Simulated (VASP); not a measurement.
A run of VASP 6.6.1:

Contents of INCAR:

```
SYSTEM = Ta2N
ALGO     = Normal         ! electronic algorithm
EDIFF    = 1E-6           ! SCF threshold, eV
ENCUT    = 520            ! plane-wave cutoff, eV
GGA      = PS             ! functional
ISIF     = 2              ! what is computed and relaxed
ISMEAR   = 0              ! smearing method
LASPH    = .TRUE.         ! aspherical terms in the spheres
LCHARG   = .FALSE.        ! write CHGCAR
LREAL    = .FALSE.        ! projectors in reciprocal space
LWAVE    = .FALSE.        ! write WAVECAR
NBANDS   = 20             ! bands
NELM     = 100            ! most SCF steps
PREC     = Accurate       ! precision mode
SIGMA    = 0.15           ! smearing width, eV
```

KPOINTS

```
k-points
0
G
  18 18 10
  0 0 0
```

The input POSCAR:

```
Ta2N
1.0
    3.0786153869      0.0000000000      0.0000000000
   -1.5393076935      2.6661591336      0.0000000000
    0.0000000000      0.0000000000      4.8232571780
Ta N
2 1
Direct
    0.6666666667      0.3333333333      0.7460147113
    0.3333333333      0.6666666667      0.2535038151
    0.0000000000      0.0000000000      0.0062198632
```

Potentials or basis: VASP PAW PBE potentials, release 64 (Ta_pv, N).

Launch:

```bash
$ cat potpaw_PBE.64/Ta_pv/POTCAR potpaw_PBE.64/N/POTCAR > POTCAR
$ mpirun -np 1 vasp_std > vasp.out
```

Hardware: 1 thread of Intel Xeon 8259CL, on a shared host.

Question: How long does it take, and how much memory?

Answer: Run time: 5.4 min on 1 thread of Intel Xeon 8259CL (shared host), peak memory 0.35 GiB. Counts: scf iterations 14, k points 330.
